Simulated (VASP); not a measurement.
Here is a VASP 6.6.1 calculation.

The input INCAR:

```
SYSTEM = HgTe
PREC     = Accurate       ! precision mode
ENCUT    = 520            ! plane-wave cutoff, eV
EDIFF    = 1E-8           ! SCF threshold, eV
ISMEAR   = -1             ! smearing method
SIGMA    = 0.1            ! smearing width, eV
LREAL    = .FALSE.        ! projectors in reciprocal space
LASPH    = .TRUE.         ! aspherical terms in the spheres
NELM     = 80             ! most SCF steps
ALGO     = Normal         ! electronic algorithm
ISIF     = 2              ! what is computed and relaxed
LWAVE    = .FALSE.        ! write WAVECAR
LCHARG   = .TRUE.         ! write CHGCAR
METAGGA  = R2SCAN         ! meta-GGA
LMIXTAU  = .TRUE.       
IBRION   = 6              ! ionic algorithm
NFREE    = 2            
POTIM    = 0.015          ! step
NSW      = 1              ! ionic steps
```

File KPOINTS:

```
regular mesh
0
G
  10 10 10
  0 0 0
```

Contents of POSCAR:

```
HgTe
1.0
    0.0000000000      3.2856405490      3.2856405490
    3.2856405490      0.0000000000      3.2856405490
    3.2856405490      3.2856405490      0.0000000000
Hg Te
1 1
Direct
    0.0000000000      0.0000000000      0.0000000000
    0.7500000000      0.7500000000      0.7500000000
```

Potentials or basis: VASP PAW PBE potentials, release 64 (Hg, Te).

Run with:

```console
$ cat potpaw_PBE.64/Hg/POTCAR potpaw_PBE.64/Te/POTCAR > POTCAR
$ mpirun -np 1 vasp_std > vasp.out
```

Question: Estimate the highest phonon frequency at Γ, LO-TO splitting left out.

Answer: 102 cm⁻¹.

Phonon frequencies in cm⁻¹ (negative: imaginary):
```csv
q point,frequencies
"(0.000, 0.000, 0.000)",0 0 0 102 102 102
```
